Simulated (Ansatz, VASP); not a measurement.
**Rb3ScBe6: VASP beside Ansatz**

```
Rb Be Sc
1.0
     0.00000    4.68857    4.68857
     4.68857    0.00000    4.68857
     4.68857    4.68857    0.00000
Rb Be Sc
3 6 1
Direct
  0.25000 0.25000 0.25000
  0.75000 0.75000 0.75000
  0.50000 0.50000 0.50000
  0.22990 0.77010 0.77010
  0.77010 0.22990 0.77010
  0.77010 0.22990 0.22990
  0.22990 0.77010 0.22990
  0.77010 0.77010 0.22990
  0.22990 0.22990 0.77010
  0.00000 0.00000 0.00000
```

Alike in both runs: task single point; functional PBEsol; k mesh 4 × 4 × 4; occupations methfessel-paxton of order 1, width 0.0598 eV; no spin polarisation.

|  | VASP | Ansatz |
| --- | --- | --- |
| version | VASP 6.6.1 | Ansatz 0.2.0 |
| potentials or method | VASP PAW PBE potentials, release 64 (Rb_sv, Be, Sc_sv), cutoff 520 eV | PAW plane waves |
| valence electrons in the cell | 50 | 50 |

```tsv
	VASP	Ansatz	Ansatz less VASP
gap on the k mesh at the Fermi level (eV)	none	none	-
pressure (GPa)	13.0	12.9	-0.09
rms of the force components (eV/Å)	0.201	0.203	+0.0014
```

VASP's potentials were made for PBE, not for PBEsol. Atom by atom the forces differ by 0.001 eV/Å (rms over components). A gap of «none» marks a metal or a gap that the smearing closes.
